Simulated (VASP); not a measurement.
Write the native input for VASP 6.6.1 that does the following.

| Property | Result |
| --- | --- |
| Task | single point |
| Functional | PBEsol |
| Potentials or basis | VASP PAW PBE potentials, release 64 (W_sv, S) |
| Cutoff | 520 eV |
| k mesh | 12 × 12 × 2 |
| Occupations | gaussian, width 0.05 eV |
| Spin | no spin polarisation |
| Dipole correction | no |
| Further INCAR settings | ALGO = Normal; EDIFF = 1e-06; NBANDS = 20 |

The structure of WS2 lies in POSCAR:

```
WS2
1.0
    3.0671318192      0.0000000000      0.0000000000
   -1.5335659096      2.6562140722      0.0000000000
    0.0000000000      0.0000000000     16.1057500304
W S
1 2
Direct
    0.3333333333      0.6666666667      0.0000000000
    0.6666666667      0.3333333333      0.9075761491
    0.6666666667      0.3333333333      0.0924238509
```

This cell differs from its parent crystal: strain -0.025 along x and y, -0.050 along z.

These files were run (other wordings do the same):

INCAR

```
SYSTEM = WS2
ALGO     = Normal         ! electronic algorithm
EDIFF    = 1E-6           ! SCF threshold, eV
ENCUT    = 520            ! plane-wave cutoff, eV
GGA      = PS             ! functional
ISIF     = 2              ! what is computed and relaxed
ISMEAR   = 0              ! smearing method
LASPH    = .TRUE.         ! aspherical terms in the spheres
LCHARG   = .FALSE.        ! write CHGCAR
LREAL    = .FALSE.        ! projectors in reciprocal space
LWAVE    = .FALSE.        ! write WAVECAR
NBANDS   = 20             ! bands
NELM     = 100            ! most SCF steps
PREC     = Accurate       ! precision mode
SIGMA    = 0.05           ! smearing width, eV
```

KPOINTS

```
k-points
0
G
  12 12 2
  0 0 0
```

Potentials or basis: VASP PAW PBE potentials, release 64 (W_sv, S).

Command:

```bash
$ cat potpaw_PBE.64/W_sv/POTCAR potpaw_PBE.64/S/POTCAR > POTCAR
$ mpirun -np 1 vasp_std > vasp.out
```

It gave:

* Largest force: 2.613 eV/Å
* Band gap on the k mesh: 1.96 eV, indirect (least direct gap 2.01 eV)

Caveat: the cell differs from its parent crystal (strain -0.025 along x and y, -0.050 along z); the PAW data sets were made with another functional, which shifts forces and pressure a little; spin-orbit coupling is left out, which moves the levels of the heavy elements.

It took 48 s on 1 thread of Intel(R) Xeon(R) 6975P-C (Granite Rapids), on a shared host, peak memory 0.28 GiB.
